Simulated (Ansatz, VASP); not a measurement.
**Cu in VASP and in Ansatz**

```
Cu
1.0
     2.66080    0.00000    0.00000
    -1.33040    2.30432    0.00000
     0.00000    0.00000    4.11257
Cu
2
Cartesian
  0.0000 1.5362 1.0281
  1.3304 0.7681 3.0844
```

Change from the starting cell: strain +0.050 along x and y, +0.000 along z, atoms carried along.

Alike in both runs: task single point; functional PBE; k mesh 24 × 24 × 12; occupations gaussian, width 0.15 eV; no spin polarisation.

```csv
,VASP,Ansatz
version,VASP 6.6.1,Ansatz 0.2.0
potentials or method,"VASP PAW PBE potentials, release 64 (Cu), cutoff 520 eV","scalar-relativistic, plane waves, PAW"
valence electrons in the cell,22,38
```

|  | VASP | Ansatz | Ansatz less VASP |
| --- | --- | --- | --- |
| gap on the k mesh at the Fermi level (eV) | none | none | - |
| pressure (GPa) | -4.8 | -5.9 | -1.12 |
| traceless stress, the component that is largest in VASP (GPa) | 5.11 | 5.15 | +0.036 |

A gap of «none» marks a metal or a gap that the smearing closes. VASP's potentials hold 22 valence electrons a cell and Ansatz's 38, so a difference there can come from the potentials and not from the codes.
